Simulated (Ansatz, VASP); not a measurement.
# One calculation of Ca4AlO, two programs

The input INCAR:

```
  PREC = Accurate
  ENCUT = 600
  EDIFF = 1E-6
  ISMEAR = 0
  SIGMA = 0.1
  LREAL = False
  LASPH = True
  NELM = 60
  ALGO = Normal
  ISIF = 3
  LWAVE = False
  LCHARG = False
  GGA = PE
  IBRION = 2
  NSW = 90
  EDIFFG = -0.04
```

KPOINTS

```
regular mesh
0
Gamma
  4 4 4
```

File POSCAR:

```
Ca4AlO
1.0
    0.0000000000      3.9668003000      3.9668003000
    3.9668003000      0.0000000000      3.9668003000
    3.9668003000      3.9668003000      0.0000000000
Ca Al O
4 1 1
Direct
    0.6338570700      0.6338570700      0.6338570700
    0.6338570700      0.6338570700      0.0984287800
    0.6338570700      0.0984287800      0.6338570700
    0.0984287800      0.6338570700      0.6338570700
    0.0000000000      0.0000000000      0.0000000000
    0.2500000000      0.2500000000      0.2500000000
```

Input for Ansatz:

```yaml
crystal:
  lattice:
    - [0.0, 3.9668003, 3.9668003]
    - [3.9668003, 0.0, 3.9668003]
    - [3.9668003, 3.9668003, 0.0]
  atoms:
    - { symbol: Ca, position: [0.63385707, 0.63385707, 0.63385707] }
    - { symbol: Ca, position: [0.63385707, 0.63385707, 0.09842878] }
    - { symbol: Ca, position: [0.63385707, 0.09842878, 0.63385707] }
    - { symbol: Ca, position: [0.09842878, 0.63385707, 0.63385707] }
    - { symbol: Al, position: [0.0, 0.0, 0.0] }
    - { symbol: O, position: [0.25, 0.25, 0.25] }
basis:
  ecutwfc: 420
kpoints:
  mp_grid: { grid: [4, 4, 4] }
hamiltonian:
  xc: pbe
scf:
  occupations: { method: gaussian, width: 0.1 }
  lower_state_search: "off"
output:
  forces: true
  stress: true
  eigenvalues: true
relax:
  adjacent_minimum: "off"
  f_tol: 0.04
  max_steps: 70
  cell: { stress_tol: 0.4 }
```

Alike in both runs: task relaxation of cell and atoms; functional PBE; k mesh 4 × 4 × 4; occupations gaussian, width 0.1 eV; no spin polarisation.

|  | VASP | Ansatz |
| --- | --- | --- |
| version | VASP 6.6.1 | Ansatz 0.2.0 |
| potentials or method | VASP PAW PBE potentials, release 64 (Ca_sv, Al, O), cutoff 600 eV | scalar-relativistic, plane waves, PAW |
| valence electrons in the cell | 49 | 49 |

Ansatz gave:

| Property | Result |
| --- | --- |
| gap on the k mesh at the Fermi level, each at its own relaxed structure (eV) | none |
| relaxed volume (Å³/atom) | 30.48 |
| relaxed cell length with the largest relative difference (Å) | 6.372 |

Question: What did VASP give for the same quantities?

Answer: gap on the k mesh at the Fermi level, each at its own relaxed structure (eV): none; relaxed volume (Å³/atom): 30.92; relaxed cell length with the largest relative difference (Å): 6.402.

A gap of «none» marks a metal or a gap that the smearing closes.

Noted on VASP's run: the volume moved by over 15 % at a fixed basis, so the end points are rough.
